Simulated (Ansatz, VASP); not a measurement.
**C: VASP beside Ansatz**

The input INCAR:

```
PREC = Accurate
ENCUT = 520
EDIFF = 1E-6
ISMEAR = 0
SIGMA = 0.05
LREAL = False
LASPH = True
NELM = 100
ALGO = Normal
ISIF = 2
LWAVE = False
LCHARG = True
GGA = PS
IVDW = 12
LELF = True
LVHAR = True
NBANDS = 11
```

KPOINTS

```
regular mesh
0
Gamma
  15 15 15
```

File POSCAR:

```
C
1.0
    1.2291305633      0.7096388616      3.2835658809
   -1.2291305633      0.7096388616      3.2835658809
    0.0000000000     -1.4192777231      3.2835658809
C
2
Direct
    0.1633654755      0.1633654755      0.1633654755
    0.8366345245      0.8366345245      0.8366345245
```

Input for Ansatz:

```yaml
crystal:
  lattice:
    - [1.2291305633, 0.7096388616, 3.2835658809]
    - [-1.2291305633, 0.7096388616, 3.2835658809]
    - [0.0, -1.4192777231, 3.2835658809]
  atoms:
    - { symbol: C, position: [0.1633654755, 0.1633654755, 0.1633654755] }
    - { symbol: C, position: [0.8366345245, 0.8366345245, 0.8366345245] }
basis:
  ecutwfc: 520.0
kpoints:
  mp_grid: { grid: [15, 15, 15] }
hamiltonian:
  xc: pbesol
  dispersion: d3bj
scf:
  occupations: { method: gaussian, width: 0.05 }
output:
  forces: true
  stress: true
  eigenvalues: true
```

Change from the starting cell: mode 4 frozen in at -0.032 Å and mode 6 at +0.000 Å (largest displacements).

Alike in both runs: task single point; functional PBEsol; dispersion D3(BJ); k mesh 15 × 15 × 15; occupations gaussian, width 0.05 eV; no spin polarisation.

```csv
,VASP,Ansatz
version,VASP 6.6.1,Ansatz 0.2.0
potentials or method,"VASP PAW PBE potentials, release 64 (C), cutoff 520 eV","scalar-relativistic, plane waves, PAW"
valence electrons in the cell,8,8
```

VASP gave:

| Quantity | Value |
| --- | --- |
| gap on the k mesh at the Fermi level (eV) | 0.88 |
| least direct gap on the mesh (eV) | 0.88 |
| pressure (GPa) | 0.4 |
| traceless stress, the component that is largest in VASP (GPa) | -1.33 |
| rms of the force components (eV/Å) | 0.603 |

Question: What did Ansatz give for the same quantities?

Answer: gap on the k mesh at the Fermi level (eV): 0.88; least direct gap on the mesh (eV): 0.88; pressure (GPa): -0.3; traceless stress, the component that is largest in VASP (GPa): -0.57; rms of the force components (eV/Å): 0.606.

VASP's potentials were made for PBE, not for PBEsol. Atom by atom the forces differ by 0.003 eV/Å (rms over components).
